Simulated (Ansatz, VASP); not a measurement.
# One calculation of Al2O3, two programs

File INCAR:

```
PREC = Accurate
ENCUT = 520
EDIFF = 1E-6
ISMEAR = 0
SIGMA = 0.05
LREAL = F
LASPH = T
NELM = 60
ALGO = Normal
ISIF = 2
LWAVE = F
LCHARG = F
GGA = PE
NBANDS = 35
```

Contents of KPOINTS:

```
regular mesh
0
Gamma
  6 4 8
```

Contents of POSCAR:

```
Al2O3
1.0
    4.7121766311      0.0000000000      0.0000000000
    0.0000000000      9.7035371733      0.0000000000
    0.0000000000      0.0000000000      2.7836547536
Al O
4 6
Direct
    0.4317423466      0.3295573566      0.5000000000
    0.5682576534      0.6704426434      0.5000000000
    0.9317423466      0.1704426434      0.0000000000
    0.0682576534      0.8295573566      0.0000000000
    0.7545470293      0.2269610254      0.5000000000
    0.0000000000      0.0000000000      0.0000000000
    0.7454529707      0.7269610254      0.0000000000
    0.2545470293      0.2730389746      0.0000000000
    0.2454529707      0.7730389746      0.5000000000
    0.5000000000      0.5000000000      0.5000000000
```

Input for Ansatz:

```yaml
crystal:
  lattice:
    - [4.7121766311, 0.0, 0.0]
    - [0.0, 9.7035371733, 0.0]
    - [0.0, 0.0, 2.7836547536]
  atoms:
    - { symbol: Al, position: [0.4317423466, 0.3295573566, 0.5] }
    - { symbol: Al, position: [0.5682576534, 0.6704426434, 0.5] }
    - { symbol: Al, position: [0.9317423466, 0.1704426434, 0.0] }
    - { symbol: Al, position: [0.0682576534, 0.8295573566, 0.0] }
    - { symbol: O, position: [0.7545470293, 0.2269610254, 0.5] }
    - { symbol: O, position: [0.0, 0.0, 0.0] }
    - { symbol: O, position: [0.7454529707, 0.7269610254, 0.0] }
    - { symbol: O, position: [0.2545470293, 0.2730389746, 0.0] }
    - { symbol: O, position: [0.2454529707, 0.7730389746, 0.5] }
    - { symbol: O, position: [0.5, 0.5, 0.5] }
basis:
  ecutwfc: 420
kpoints:
  mp_grid: { grid: [6, 4, 8] }
hamiltonian:
  xc: pbe
scf:
  occupations: { method: gaussian, width: 0.05 }
output:
  forces: true
  stress: true
  eigenvalues: true
  write_density: true
  write_potential: true
  elf: true
  volumetric_format: npy
```

Change from the starting cell: strain +0.000 along x and y, -0.080 along z, atoms carried along.

Alike in both runs: task single point; functional PBE; k mesh 6 × 4 × 8; occupations gaussian, width 0.05 eV; no spin polarisation.

|  | VASP | Ansatz |
| --- | --- | --- |
| version | VASP 6.6.1 | Ansatz 0.2.0 |
| potentials or method | VASP PAW PBE potentials, release 64 (Al, O), cutoff 520 eV | scalar-relativistic, plane waves, PAW |
| valence electrons in the cell | 48 | 48 |

|  | VASP | Ansatz | Ansatz less VASP |
| --- | --- | --- | --- |
| gap on the k mesh at the Fermi level (eV) | 3.28 | 3.28 | +0.001 |
| least direct gap on the mesh (eV) | 3.28 | 3.28 | +0.001 |
| pressure (GPa) | 14.8 | 14.7 | -0.11 |
| traceless stress, the component that is largest in VASP (GPa) | 18.21 | 18.09 | -0.119 |
| rms of the force components (eV/Å) | 0.822 | 0.812 | -0.0094 |

Atom by atom the forces differ by 0.018 eV/Å (rms over components). With one functional, cell and mesh, what is left measures potentials, basis and numerics.
